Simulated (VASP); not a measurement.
# BiPbBrO2 (I4mm) in VASP: single point with LDA

Aim: the single point of BiPbBrO2 with LDA.

Everything below comes from runs of VASP 6.6.1. Logs are shortened: lines on timing, memory, paths and dates and some standing lists are left out, and cuts for length are marked.

**1. The cell of the first run**

Symmetry: I4mm, No. 107, tetragonal system. The conventional cell has a = 3.917 Å, b = 3.917 Å, c = 12.636 Å, α = 90.00°, β = 90.00°, γ = 90.00°. Within 3.0 Å of Bi (site symmetry 4mm) lie 4 O at 2.25 Å. Within 3.1 Å of Pb (site symmetry 4mm) lie 4 O at 2.37 Å. Br (site symmetry 4mm) has 5 Bi at 3.33 to 4.46 Å and 5 Pb at 3.43 to 4.29 Å and 8 O at 3.55 to 3.89 Å and 4 Br at 3.92 Å within 4.5 Å. Within 3.0 Å of O (site symmetry 2mm) lie 2 Bi at 2.25 Å and 2 Pb at 2.37 Å and 4 O at 2.77 Å.

**2. Single point, LDA**

Input file INCAR:

```
SYSTEM = BiPbBrO2
ALGO = Normal ; EDIFF = 1E-6
ENCUT = 1340 ; GGA = CA
GGA_COMPAT = .FALSE. ; ISIF = 2
ISMEAR = 0 ; LASPH = .TRUE.
LCHARG = .FALSE. ; LREAL = .FALSE.
LWAVE = .FALSE. ; NBANDS = 32
NELM = 120 ; PREC = Accurate
SIGMA = 0.1
```

Input file KPOINTS:

```
k-points
0
G
  8 8 8
  0 0 0
```

Input file POSCAR:

```
BiPbBrO2
1.0
   -1.9582946741      1.9582946741      6.3178000729
    1.9582946741     -1.9582946741      6.3178000729
    1.9582946741      1.9582946741     -6.3178000729
Bi Pb Br O
1 1 1 2
Direct
    0.3439510464      0.3439510464      0.0000000000
    0.6517035828      0.6517035828      0.0000000000
    0.9909531552      0.9909531552      0.0000000000
    0.7566956079      0.2566956079      0.5000000000
    0.2566956079      0.7566956079      0.5000000000
```

Potentials or basis: VASP PAW LDA potentials, release 64 (Bi_d, Pb_d, Br, O_h).

Started as:

```sh
> cat potpaw_LDA.64/Bi_d/POTCAR potpaw_LDA.64/Pb_d/POTCAR potpaw_LDA.64/Br/POTCAR potpaw_LDA.64/O_h/POTCAR > POTCAR
> mpirun -np 1 vasp_std > vasp.out
```

OUTCAR:

```text
SYSTEM = BiPbBrO2
   EDIFF = 1E-6
   ENCUT = 1340
   GGA = CA
   ISIF = 2
   ISMEAR = 0
   LASPH = .TRUE.
   LREAL = .FALSE.
   NELM = 120
   PREC = Accurate

 ion  position               nearest neighbor table
   1  0.344  0.344  0.000-   5 2.25   4 2.25   4 2.25   5 2.25   3 3.33   3 3.33   3 3.33   3 3.33
                             2 3.68   2 3.68   2 3.68   2 3.68   2 3.89
   2  0.652  0.652  0.000-   4 2.37   5 2.37   5 2.37   4 2.37   3 3.43   3 3.43   3 3.43   3 3.43
                             1 3.68   1 3.68   1 3.68   1 3.68   1 3.89
   3  0.991  0.991  0.000-   1 3.33   1 3.33   1 3.33   1 3.33   2 3.43   2 3.43   2 3.43   2 3.43

   4  0.757  0.257  0.500-   1 2.25   1 2.25   2 2.37   2 2.37
   5  0.257  0.757  0.500-   1 2.25   1 2.25   2 2.37   2 2.37

  LATTYP: Found a body centered tetragonal cell.
 ALAT       =     3.9165893482
 C/A-ratio  =     3.2261743631

  Lattice vectors:

 A1 = (  -1.9582946741,   1.9582946741,   6.3178000729)
 A2 = (   1.9582946741,  -1.9582946741,   6.3178000729)
 A3 = (   1.9582946741,   1.9582946741,  -6.3178000729)

Analysis of symmetry for initial positions (statically):
=====================================================================
 Subroutine PRICEL returns:
 Original cell was already a primitive cell.

 Routine SETGRP: Setting up the symmetry group for a
 body centered tetragonal supercell.

 Subroutine GETGRP returns: Found  8 space group operations
 (whereof  8 operations were pure point group operations)
 out of a pool of 16 trial point group operations.

The static configuration has the point symmetry C_4v.

Analysis of symmetry for dynamics (positions and initial velocities):
=====================================================================
 Subroutine PRICEL returns:
 Original cell was already a primitive cell.

 Routine SETGRP: Setting up the symmetry group for a
 body centered tetragonal supercell.

 Subroutine GETGRP returns: Found  8 space group operations
 (whereof  8 operations were pure point group operations)
 out of a pool of 16 trial point group operations.

The dynamic configuration has the point symmetry C_4v.

 Subroutine INISYM returns: Found  8 space group operations
 (whereof  8 operations are pure point group operations),
 and found     1 'primitive' translations

----------------------------------------------------------------------------------------

                                     Primitive cell

  volume of cell :      96.9130

  direct lattice vectors                    reciprocal lattice vectors
    -1.958294674  1.958294674  6.317800073     0.000000000  0.255324189  0.079141472
     1.958294674 -1.958294674  6.317800073     0.255324189  0.000000000  0.079141472
     1.958294674  1.958294674 -6.317800073     0.255324189  0.255324189  0.000000000

  length of vectors
     6.898147130  6.898147130  6.898147130     0.267308463  0.267308463  0.361082931

  position of ions in fractional coordinates (direct lattice)
     0.343951046  0.343951046  0.000000000
     0.651703583  0.651703583  0.000000000
     0.990953155  0.990953155  0.000000000
     0.756695608  0.256695608  0.500000000
     0.256695608  0.756695608  0.500000000

  ion indices of the primitive-cell ions
   primitive index   ion index
                 1           1
                 2           2
                 3           3
                 4           4
                 5           5

----------------------------------------------------------------------------------------

 KPOINTS: k-points

Automatic generation of k-mesh.
 Grid dimensions read from file:
 generate k-points for:    8    8    8

 Generating k-lattice:

  Cartesian coordinates                     Fractional coordinates (reciprocal lattice)
     0.000000000  0.031915524  0.009892684     0.125000000  0.000000000 -0.000000000
     0.031915524  0.000000000  0.009892684     0.000000000  0.125000000 -0.000000000
     0.031915524  0.031915524  0.000000000     0.000000000  0.000000000  0.125000000

  Length of vectors
     0.033413558  0.033413558  0.045135366

  Shift w.r.t. Gamma in fractional coordinates (k-lattice)
     0.000000000  0.000000000  0.000000000

 Subroutine IBZKPT returns following result:
 ===========================================

 Found     59 irreducible k-points:

 Following reciprocal coordinates:
            Coordinates               Weight
  0.000000  0.000000  0.000000      1.000000
  0.125000  0.000000  0.000000      8.000000
  0.250000  0.000000  0.000000      8.000000
  0.375000  0.000000  0.000000      8.000000
  0.500000  0.000000  0.000000      4.000000
  0.125000  0.125000  0.000000      8.000000
[... 16 lines left out ...]
  0.250000  0.125000  0.125000     16.000000
  0.375000  0.125000  0.125000      8.000000
 [... further k-points ...]
   k-points           NKPTS =     59   k-points in BZ     NKDIM =     59   number of bands    NBANDS=     32
   number of dos      NEDOS =    301   number of ions     NIONS =      5
   total plane-waves  NPLWV = 592704
   dimension x,y,z NGX =    84 NGY =   84 NGZ =   84
   dimension x,y,z NGXF=   168 NGYF=  168 NGZF=  168
   ions per type =               1   1   1   2
   NGX,Y,Z   is equivalent  to a cutoff of  20.24, 20.24, 20.24 a.u.
   NGXF,Y,Z  is equivalent  to a cutoff of  40.49, 40.49, 40.49 a.u.
 SYSTEM =  BiPbBrO2
   PREC   = accura    normal or accurate (medium, high low for compatibility)
   ISTART =      0    job   : 0-new  1-cont  2-samecut
   ICHARG =      2    charge: 1-file 2-atom 10-const
   ISPIN  =      1    spin polarized calculation?
   LNONCOLLINEAR =      F non collinear calculations
   LSORBIT =      F    spin-orbit coupling
   LASPH  =      T    aspherical Exc in radial PAW
   ENCUT  = 1340.0 eV  98.49 Ry    9.92 a.u.  20.59 20.59 20.59*2*pi/ulx,y,z
   NELM   =    120;   NELMIN=  2; NELMDL= -5     # of ELM steps
   EDIFF  = 0.1E-05   stopping-criterion for ELM
   LREAL  =      F    real-space projection
   EDIFFG = 0.1E-04   stopping-criterion for IOM
   NSW    =      0    number of steps for IOM
   IBRION =     -1    ionic relax: 0-MD 1-quasi-New 2-CG
   NFREE  =      0    steps in history (QN), initial steepest desc. (CG)
   ISIF   =      2    stress and relaxation
   ISYM   =      2    0-nonsym 1-usesym 2-fastsym
   POTIM  = 0.5000    time-step for ionic-motion
   TEBEG  =    0.0;   TEEND  =   0.0 temperature during run
   PSTRESS=    0.0 pullay stress
   NELECT =      48.0000    total number of electrons
   NUPDOWN=      -1.0000    fix difference up-down
   EMIN   =  10.00;   EMAX   =-10.00  energy-range for DOS
   EFERMI =   0.00;   METHOD = LEGACY
   ISMEAR =     0;   SIGMA  =   0.10  broadening in eV -4-tet -1-fermi 0-gaus
   EFERMI_NEDOS =   21; number of points for ismear=-14 and -15
   IALGO  =     38    algorithm
   IMIX   =      4    mixing-type and parameters
     AMIX     =   0.40;   BMIX     =  1.00
     AMIX_MAG =   1.60;   BMIX_MAG =  1.00
  volume/ion in A,a.u.               =      19.38       130.80
  Fermi-wavevector in a.u.,A,eV,Ry     =   1.295273  2.447711 22.826926  1.677732
  Thomas-Fermi vector in A             =   2.426803
   LORBIT       =      0    0 simple, 1 ext, 2 COOP (PROOUT), +10 PAW based schemes
   GGA     = CA    functional components
   LHFCALC =     F    Hartree Fock is set to
   AEXX    =    0.0000 exact exchange contribution
   IVDW    =     0    specifies the selected vdW correction
   LEPSILON=     F    determine dielectric tensor
   LRPA    =     F    only Hartree local field effects (RPA)
 non-spin polarized calculation
 Gauss-broadening in eV      SIGMA  =   0.10
  energy-cutoff  :     1340.00
  volume of cell :       96.91
 maximum number of plane-waves:     10865
 NGX is ok and might be reduce to    84
   NGX = 41   NGY = 41   NGZ = 41

 number of electron      48.0000001 magnetization

 Free energy of the ion-electron system (eV)
  ---------------------------------------------------
  ext. energy  EPLUGINS =         0.00000000
  ---------------------------------------------------
  free energy    TOTEN  =       -28.53537781 eV

  energy without entropy =      -28.53537781  energy(sigma->0) =      -28.53537781

 E-fermi :   5.5951     XC(G=0): -10.6670

 val. band max:        5.0995618757   @ k =  -0.2500   0.3750   0.2500
 cond. band min:       6.7209974280   @ k =   0.0000   0.0000   0.0000
 fundamental gap:      1.6214355523
 Fermi energy:         5.5951418109

 k-point     1 :       0.0000    0.0000    0.0000
  band No.  band energies     occupation
      1     -17.1835      2.00000
      2     -17.0233      2.00000
      3     -17.0131      2.00000
      4     -17.0131      2.00000
      5     -16.9249      2.00000
      6     -13.3052      2.00000
[... 24 lines left out ...]
     31      11.9051      0.00000
     32      13.8397      0.00000

 k-point     2 :       0.1250    0.0000    0.0000
  band No.  band energies     occupation
      1     -17.1744      2.00000
      2     -17.0339      2.00000
      3     -17.0127      2.00000
      4     -17.0097      2.00000
      5     -16.9273      2.00000
      6     -13.2203      2.00000
[... 24 lines left out ...]
     31      12.3041      0.00000
     32      14.3177      0.00000

 k-point     3 :       0.2500    0.0000    0.0000
  band No.  band energies     occupation
      1     -17.1540      2.00000
      2     -17.0604      2.00000
      3     -17.0118      2.00000
      4     -16.9985      2.00000
      5     -16.9332      2.00000
      6     -12.9837      2.00000
[... 24 lines left out ...]
     31      13.0118      0.00000
     32      14.8586      0.00000

 k-point     4 :       0.3750    0.0000    0.0000
  band No.  band energies     occupation
      1     -17.1361      2.00000
      2     -17.0867      2.00000
      3     -17.0108      2.00000
      4     -16.9845      2.00000
      5     -16.9391      2.00000
      6     -12.6544      2.00000
[... 24 lines left out ...]
     31      13.0691      0.00000
     32      15.4312      0.00000

 k-point     5 :       0.5000    0.0000    0.0000
  band No.  band energies     occupation
      1     -17.1291      2.00000
      2     -17.0978      2.00000
      3     -17.0104      2.00000
      4     -16.9779      2.00000
      5     -16.9415      2.00000
      6     -12.4153      2.00000
[... 584 lines left out ...]
     31      13.0981      0.00000
     32      15.3086      0.00000

 k-point    22 :       0.1250    0.1250    0.1250
  band No.  band energies     occupation
      1     -17.1333      2.00000
      2     -17.0784      2.00000
      3     -17.0024      2.00000
      4     -16.9952      2.00000
      5     -16.9426      2.00000
      6     -12.7125      2.00000
[... 24 lines left out ...]
     31      14.0246      0.00000
     32      14.8303      0.00000

 k-point    23 :       0.2500    0.1250    0.1250
  band No.  band energies     occupation
      1     -17.1260      2.00000
      2     -17.0954      2.00000
      3     -16.9971      2.00000
      4     -16.9795      2.00000
      5     -16.9492      2.00000
      6     -12.4413      2.00000
[... 24 lines left out ...]
     31      13.8064      0.00000
     32      14.6909      0.00000

 k-point    24 :       0.3750    0.1250    0.1250
  band No.  band energies     occupation
      1     -17.1263      2.00000
      2     -17.1004      2.00000
      3     -16.9965      2.00000
      4     -16.9699      2.00000
      5     -16.9520      2.00000
      6     -12.2374      2.00000
[... 24 lines left out ...]
     31      13.7182      0.00000
     32      14.6863      0.00000

 [... further k-points ...]

------------------------ aborting loop because EDIFF is reached ----------------------------------------

  FORCE on cell =-STRESS in cart. coord.  units (eV):
  Direction    XX          YY          ZZ          XY          YZ          ZX
  --------------------------------------------------------------------------------------
  -------------------------------------------------------------------------------------
  Total        0.0333291      0.0333291     -0.0492044      0.0000000     -0.0000000      0.0000000
  in kB        0.5510016      0.5510016     -0.8134528      0.0000000     -0.0000000      0.0000000
  external PRESSURE =       0.0961835 kB  Pullay stress =       0.0000000 kB

 VOLUME and BASIS-vectors are now :
 -----------------------------------------------------------------------------
  energy-cutoff  :     1340.00
  volume of cell :       96.91
      direct lattice vectors                 reciprocal lattice vectors
    -1.958294674  1.958294674  6.317800073     0.000000000  0.255324189  0.079141472
     1.958294674 -1.958294674  6.317800073     0.255324189  0.000000000  0.079141472
     1.958294674  1.958294674 -6.317800073     0.255324189  0.255324189  0.000000000

 POSITION                                       TOTAL-FORCE (eV/Angst)
 -----------------------------------------------------------------------------------
      0.00000      0.00000      4.34603        -0.000000     -0.000000      0.086947
      0.00000      0.00000      8.23467         0.000000      0.000000     -0.056032
      0.00000      0.00000     12.52129        -0.000000     -0.000000     -0.006538
      0.00000      1.95829      3.24350         0.000000     -0.000000     -0.012189
      1.95829      0.00000      3.24350        -0.000000      0.000000     -0.012189
 -----------------------------------------------------------------------------------
    total drift:                               -0.000000     -0.000000     -0.000090

  FREE ENERGIE OF THE ION-ELECTRON SYSTEM (eV)
  ---------------------------------------------------
  free  energy   TOTEN  =       -28.5353778073 eV

  energy  without entropy=      -28.5353778073  energy(sigma->0) =      -28.53537781
```

Wall time 27 min (1 thread of Intel Xeon Platinum 8559C (Emerald Rapids), shared host); peak memory 1.4 GiB.

Results:

```
Free energy            : -28.5354 eV
Pressure               : 0.0 GPa
Largest force          : 0.087 eV/Å
Band gap on the k mesh : 1.62 eV (least direct gap 1.93 eV)
```

Forces on the atoms (eV/Å):
```
Bi   0.000  0.000  0.087
Pb   0.000  0.000 -0.056
Br   0.000  0.000 -0.007
O    0.000  0.000 -0.012
O    0.000  0.000 -0.012
```

Stress tensor (GPa, compression positive):
```
 0.06  0.00  0.00
 0.00  0.06  0.00
 0.00  0.00 -0.08
```

Levels at points of the mesh, in eV from the valence-band top:
```csv
k point,band 22,band 23,band 24,band 25,band 26,band 27
"(0.00, 0.00, 0.00)",-1.38,-1.38,-0.30,1.62,4.88,5.47
"(0.50, 0.00, 0.00)",-1.15,-1.10,-0.08,3.44,4.70,5.14
"(0.50, 0.50, 0.00)",-1.30,-1.26,-0.70,2.37,4.28,4.80
"(0.50, 0.50, 0.50)",-1.29,-1.29,-0.61,1.88,4.47,4.59
```

Caveat: spin-orbit coupling is left out, which moves the levels of the heavy elements.
